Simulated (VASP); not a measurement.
# Sn (Immm) in VASP: further runs, part 2 of 2

VASP 6.6.1.

## 4. Electric field gradients, LDA (29.54 Å³/atom)

This run uses another cell than the first one, of 29.54 Å³/atom.

INCAR

```
SYSTEM = Sn
ALGO = Normal
EDIFF = 1E-8
ENCUT = 520
GGA = CA
ISIF = 2
ISMEAR = -1
LASPH = .TRUE.
LCHARG = .FALSE.
LEFG = .TRUE.
LREAL = .FALSE.
LWAVE = .FALSE.
NBANDS = 13
NELM = 60
PREC = Accurate
SIGMA = 0.08
```

KPOINTS

```
k-points
0
G
  13 13 13
  0 0 0
```

POSCAR

```
Sn
1.0
   -1.7243895975      1.9929974191      2.1492112800
    1.7243895975     -1.9929974191      2.1492112800
    1.7243895975      1.9929974191     -2.1492112800
Sn
1
Direct
    0.0000000000      0.0000000000      0.0000000000
```

Potentials or basis: VASP PAW LDA potentials, release 64 (Sn_d).

Launch:

```
$ cat potpaw_LDA.64/Sn_d/POTCAR > POTCAR
$ mpirun -np 1 vasp_std > vasp.out
```

OUTCAR:

```text
SYSTEM = Sn
   EDIFF = 1E-8
   ENCUT = 520
   GGA = CA
   ISIF = 2
   ISMEAR = -1
   LASPH = .TRUE.
   LREAL = .FALSE.
   NELM = 60
   PREC = Accurate

 ion  position               nearest neighbor table
   1  0.000  0.000  0.000-

  LATTYP: Found a body centered orthorhombic cell.
 ALAT       =     3.4487791950
 B/A-ratio  =     1.1557697993
 C/A-ratio  =     1.2463606154

  Lattice vectors:

 A1 = (  -1.7243895975,   1.9929974191,   2.1492112800)
 A2 = (   1.7243895975,  -1.9929974191,   2.1492112800)
 A3 = (   1.7243895975,   1.9929974191,  -2.1492112800)

Analysis of symmetry for initial positions (statically):
=====================================================================
 Subroutine PRICEL returns:
 Original cell was already a primitive cell.

 Routine SETGRP: Setting up the symmetry group for a
 body centered orthorhombic supercell.

 Subroutine GETGRP returns: Found  8 space group operations
 (whereof  8 operations were pure point group operations)
 out of a pool of  8 trial point group operations.

The static configuration has the point symmetry D_2h.

Analysis of symmetry for dynamics (positions and initial velocities):
=====================================================================
 Subroutine PRICEL returns:
 Original cell was already a primitive cell.

 Routine SETGRP: Setting up the symmetry group for a
 body centered orthorhombic supercell.

 Subroutine GETGRP returns: Found  8 space group operations
 (whereof  8 operations were pure point group operations)
 out of a pool of  8 trial point group operations.

The dynamic configuration has the point symmetry D_2h.

 Subroutine INISYM returns: Found  8 space group operations
 (whereof  8 operations are pure point group operations),
 and found     1 'primitive' translations

----------------------------------------------------------------------------------------

                                     Primitive cell

  volume of cell :      29.5448

  direct lattice vectors                    reciprocal lattice vectors
    -1.724389598  1.992997419  2.149211280     0.000000000  0.250878398  0.232643484
     1.724389598 -1.992997419  2.149211280     0.289957676  0.000000000  0.232643484
     1.724389598  1.992997419 -2.149211280     0.289957676  0.250878398  0.000000000

  length of vectors
     3.400686302  3.400686302  3.400686302     0.342144650  0.371750514  0.383425905

  position of ions in fractional coordinates (direct lattice)
     0.000000000  0.000000000  0.000000000

  ion indices of the primitive-cell ions
   primitive index   ion index
                 1           1

----------------------------------------------------------------------------------------

 KPOINTS: k-points

Automatic generation of k-mesh.
 Grid dimensions read from file:
 generate k-points for:   13   13   13

 Generating k-lattice:

  Cartesian coordinates                     Fractional coordinates (reciprocal lattice)
     0.000000000  0.019298338  0.017895653     0.076923077  0.000000000  0.000000000
[... 73 lines left out ...]
   EFERMI =   0.00;   METHOD = LEGACY
   ISMEAR =    -1;   SIGMA  =   0.08  broadening in eV -4-tet -1-fermi 0-gaus
   EFERMI_NEDOS =   21; number of points for ismear=-14 and -15
   IALGO  =     38    algorithm
   IMIX   =      4    mixing-type and parameters
     AMIX     =   0.40;   BMIX     =  1.00
     AMIX_MAG =   1.60;   BMIX_MAG =  1.00
  volume/ion in A,a.u.               =      29.54       199.38
  Fermi-wavevector in a.u.,A,eV,Ry     =   1.276313  2.411881 22.163539  1.628974
  Thomas-Fermi vector in A             =   2.408976
   LORBIT       =      0    0 simple, 1 ext, 2 COOP (PROOUT), +10 PAW based schemes
   GGA     = CA    functional components
   LHFCALC =     F    Hartree Fock is set to
   AEXX    =    0.0000 exact exchange contribution
   IVDW    =     0    specifies the selected vdW correction
   LEPSILON=     F    determine dielectric tensor
   LRPA    =     F    only Hartree local field effects (RPA)
 non-spin polarized calculation
  energy-cutoff  :      520.00
  volume of cell :       29.54
 maximum number of plane-waves:       810
 NGX is ok and might be reduce to    28
   NGX = 13   NGY = 13   NGZ = 13

 number of electron      13.9999998 magnetization

 Free energy of the ion-electron system (eV)
  ---------------------------------------------------
  ext. energy  EPLUGINS =         0.00000000
  ---------------------------------------------------
  free energy    TOTEN  =        -4.37204008 eV

  energy without entropy =       -4.35902399  energy(sigma->0) =       -4.36553203

 E-fermi :   6.8666     XC(G=0): -10.2105

 val. band max:        6.8536374387   @ k =   0.2308   0.0769   0.0000
 cond. band min:       6.8683706607   @ k =   0.3846  -0.3846   0.2308
 fundamental gap:      0.0147332220
 Fermi energy:         6.8665716532

 k-point     1 :       0.0000    0.0000    0.0000
  band No.  band energies     occupation
      1     -14.5903      2.00000
      2     -14.5413      2.00000
      3     -14.5298      2.00000
      4     -14.5196      2.00000
      5     -14.4443      2.00000
      6      -3.7030      2.00000
      7      13.0822      0.00000
      8      13.2259      0.00000
      9      14.9321      0.00000
     10      17.0067      0.00000
     11      17.9950      0.00000
     12      18.5293      0.00000
     13      19.6276      0.00000
[... 354 lines left out ...]
  band No.  band energies     occupation
      1     -14.5530      2.00000
      2     -14.5410      2.00000
      3     -14.5105      2.00000
      4     -14.4710      2.00000
      5     -14.4477      2.00000
      6      -1.7024      2.00000
      7       6.2118      1.99944
      8       9.7733      0.00000
      9      12.7060      0.00000
     10      16.3135      0.00000
     11      18.5465      0.00000
     12      19.6285      0.00000
     13      21.0061      0.00000

 [... further k-points ...]

------------------------ aborting loop because EDIFF is reached ----------------------------------------

  FORCE on cell =-STRESS in cart. coord.  units (eV):
  Direction    XX          YY          ZZ          XY          YZ          ZX
  --------------------------------------------------------------------------------------
  -------------------------------------------------------------------------------------
  Total       -1.0889552     -1.0348743     -1.1375455      0.0000000      0.0000000      0.0000000
  in kB      -59.0526474    -56.1199077    -61.6876373      0.0000000      0.0000000      0.0000000
  external PRESSURE =     -58.9533974 kB  Pullay stress =       0.0000000 kB

 VOLUME and BASIS-vectors are now :
 -----------------------------------------------------------------------------
  energy-cutoff  :      520.00
  volume of cell :       29.54
      direct lattice vectors                 reciprocal lattice vectors
    -1.724389598  1.992997419  2.149211280     0.000000000  0.250878398  0.232643484
     1.724389598 -1.992997419  2.149211280     0.289957676  0.000000000  0.232643484
     1.724389598  1.992997419 -2.149211280     0.289957676  0.250878398  0.000000000

 POSITION                                       TOTAL-FORCE (eV/Angst)
 -----------------------------------------------------------------------------------
      0.00000      0.00000      0.00000        -0.000000      0.000000      0.000000
 -----------------------------------------------------------------------------------
    total drift:                                0.000000     -0.000000     -0.000000

  FREE ENERGIE OF THE ION-ELECTRON SYSTEM (eV)
  ---------------------------------------------------
  free  energy   TOTEN  =        -4.3720400827 eV

  energy  without entropy=       -4.3590239853  energy(sigma->0) =       -4.36553203

 Electric field gradients (V/A^2)
---------------------------------------------------------------------
 ion       V_xx      V_yy      V_zz      V_xy      V_xz      V_yz
---------------------------------------------------------------------
   1       6.498     1.735    -8.233    -0.001    -0.000    -0.000
---------------------------------------------------------------------

 Electric field gradients after diagonalization (V/A^2)
 (convention: |V_zz| > |V_xx| > |V_yy|)
----------------------------------------------------------------------
 ion       V_xx      V_yy      V_zz     asymmetry (V_yy - V_xx)/ V_zz
----------------------------------------------------------------------
   1       6.498     1.735    -8.233       0.578
----------------------------------------------------------------------

           NMR quadrupolar parameters

 Cq : quadrupolar parameter    Cq=e*Q*V_zz/h
 eta: asymmetry parameters     (V_yy - V_xx)/ V_zz
 Q  : nuclear electric quadrupole moment in mb (millibarn)
----------------------------------------------------------------------
 ion       Cq(MHz)       eta       Q (mb)
----------------------------------------------------------------------
   1      -0.020       0.578       1.000
----------------------------------------------------------------------
```

OSZICAR:

```text
N       E                     dE             d eps       ncg     rms          rms(c)
DAV:   1     0.809822608907E+02    0.80982E+02   -0.71905E+03  9126   0.157E+03
DAV:   2     0.157626833534E+01   -0.79406E+02   -0.77058E+02  9443   0.337E+02
DAV:   3    -0.425615124630E+01   -0.58324E+01   -0.58125E+01 10726   0.747E+01
DAV:   4    -0.438193933190E+01   -0.12579E+00   -0.12576E+00 10522   0.118E+01
DAV:   5    -0.438644188553E+01   -0.45026E-02   -0.45024E-02 11879   0.217E+00    0.118E+00
DAV:   6    -0.437581595893E+01    0.10626E-01   -0.10895E-02 11262   0.166E+00    0.643E-01
DAV:   7    -0.437223655215E+01    0.35794E-02   -0.64959E-03 11228   0.119E+00    0.875E-02
DAV:   8    -0.437203929092E+01    0.19726E-03   -0.58265E-04 10858   0.418E-01    0.186E-02
DAV:   9    -0.437204002715E+01   -0.73623E-06   -0.10978E-05 12259   0.384E-02    0.120E-02
DAV:  10    -0.437204008627E+01   -0.59118E-07   -0.89380E-07 12179   0.963E-03    0.902E-04
DAV:  11    -0.437204008269E+01    0.35784E-08   -0.21019E-08 10054   0.184E-03
   1 F= -.43720401E+01 E0= -.43655320E+01  d E =-.130161E-01
```

stdout:

```text
POSCAR found type information on POSCAR Sn
 POSCAR found :  1 types and       1 ions
 scaLAPACK will be used
 LDA part: xc-table for (Slater(with rela. corr.)+CA(PZ))
 , standard interpolation
 POSCAR, INCAR and KPOINTS ok, starting setup
 FFT: planning ... GRIDC
 FFT: planning ... GRID_SOFT
 FFT: planning ... GRID
 WAVECAR not read
 entering main loop
ion   1
```

Run time: 90 s. Hardware: 1 thread of Intel Xeon Platinum 8259CL at 2.50GHz (Skylake/Cascade Lake), shared host; peak memory 0.23 GiB.

Results:

| Item | Value |
| --- | --- |
| Free energy | -4.3720 eV |
| Pressure | -5.9 GPa |
| Band gap on the k mesh | zero (bands 7 and 8 overlap by 8.17 eV) |
| Largest electric field gradient by atom | Sn -8.2 V/Å² |

Electric field gradients, principal values (V/Å²):
```tsv
atom	least	middle	greatest (by size)
1 Sn	1.735	6.498	-8.233
```

Caveat: the cell stands under tension; without QUAD_EFG the Cq values of the log hold for a quadrupole moment of 1 mb, not for the nuclei; spin-orbit coupling is left out, which moves the levels of the heavy elements.

## 5. Single point, LDA

POSCAR

```
Sn
1.0
   -1.6912200000      1.9546610000      2.1078700000
    1.6912200000     -1.9546610000      2.1078700000
    1.6912200000      1.9546610000     -2.1078700000
Sn
1
Direct
    0.0000000000      0.0000000000      0.0000000000
```

INCAR.step1

```
SYSTEM = Sn
PREC     = Accurate       ! precision mode
ENCUT    = 520            ! plane-wave cutoff, eV
EDIFF    = 1E-7           ! SCF threshold, eV
ISMEAR   = -1             ! smearing method
SIGMA    = 0.08           ! smearing width, eV
LREAL    = .False.        ! projectors in reciprocal space
LASPH    = .True.         ! aspherical terms in the spheres
NELM     = 60             ! most SCF steps
ALGO     = Normal         ! electronic algorithm
ISIF     = 2              ! what is computed and relaxed
LWAVE    = .False.        ! write WAVECAR
LCHARG   = .True.         ! write CHGCAR
NBANDS   = 13             ! bands
```

KPOINTS.step1

```
regular mesh
0
Gamma
  13 13 13
  0 0 0
```

INCAR.step2

```
SYSTEM = Sn
PREC     = Accurate       ! precision mode
ENCUT    = 520            ! plane-wave cutoff, eV
EDIFF    = 1E-7           ! SCF threshold, eV
ISMEAR   = -5             ! smearing method
SIGMA    = 0.08           ! smearing width, eV
LREAL    = .False.        ! projectors in reciprocal space
LASPH    = .True.         ! aspherical terms in the spheres
NELM     = 60             ! most SCF steps
ALGO     = Normal         ! electronic algorithm
ISIF     = 2              ! what is computed and relaxed
LWAVE    = .False.        ! write WAVECAR
LCHARG   = .False.        ! write CHGCAR
LORBIT   = 10             ! projections on sites
NBANDS   = 13             ! bands
NEDOS    = 1001           ! points of the DOS
ICHARG   = 11             ! starting density
```

KPOINTS.step2

```
regular mesh
0
Gamma
  20 20 20
  0 0 0
```

Launch:

```
$ cat potpaw_LDA.64/Sn_d/POTCAR > POTCAR
$ cp INCAR.step1 INCAR
$ cp KPOINTS.step1 KPOINTS
$ mpirun -np 1 vasp_std > vasp.out
$ cp INCAR.step2 INCAR
$ cp KPOINTS.step2 KPOINTS
$ mpirun -np 1 vasp_std > vasp.out
```

It took 5 min on 1 thread of Intel Xeon Platinum 8259CL at 2.50GHz (Skylake/Cascade Lake), shared host; peak memory 0.51 GiB.

The run converged. Its results:

```
Valence electrons inside the program's atomic spheres : Sn 12.16
```

Levels at points of the mesh, in eV from the Fermi level:
```tsv
k point	band 5	band 6	band 7	band 8	band 9	band 10
(0.00, 0.00, 0.00)	-21.30	-10.96	6.62	6.76	8.67	10.46
(0.50, 0.00, 0.00)	-21.26	-7.23	-4.56	5.33	7.22	10.02
(0.00, 0.50, 0.00)	-21.26	-6.12	-4.20	3.36	4.80	7.70
(0.50, 0.50, 0.00)	-21.25	-5.76	-3.99	2.61	3.75	6.69
(0.50, 0.50, 0.50)	-21.25	-3.59	-2.03	-0.87	2.11	3.34
```

Caveat: spin-orbit coupling is left out, which moves the levels of the heavy elements.

## 6. Overview

| task | cell | k mesh for the DOS | occupations for the DOS | gap on the mesh (eV) | pressure (GPa) |
| --- | --- | --- | --- | --- | --- |
| electric field gradients | a = 3.335 Å, angles 119.1, 108.2, 101.6°, 1 atom | - | - | none | -3.9 |
| electric field gradients | a = 3.368 Å, angles 119.1, 108.2, 101.6°, 1 atom | - | - | none | -5.0 |
| electric field gradients | a = 3.401 Å, angles 119.1, 108.2, 101.6°, 1 atom | - | - | none | -5.9 |
| single point | a = 3.335 Å, angles 119.1, 108.2, 101.6°, 1 atom | 20 × 20 × 20 | tetrahedron | - | - |

Alike in all rows: level LDA; potentials or basis VASP PAW LDA potentials, release 64 (Sn_d); no spin polarisation; k mesh 13 × 13 × 13; cutoff (eV) 520; smearing fermi-dirac 0.08 eV.

Caveats: spin-orbit coupling is left out, which moves the levels of the heavy elements; the cell stands under tension (at least some runs).

Absolute energies hang on the potentials; compare differences alone.
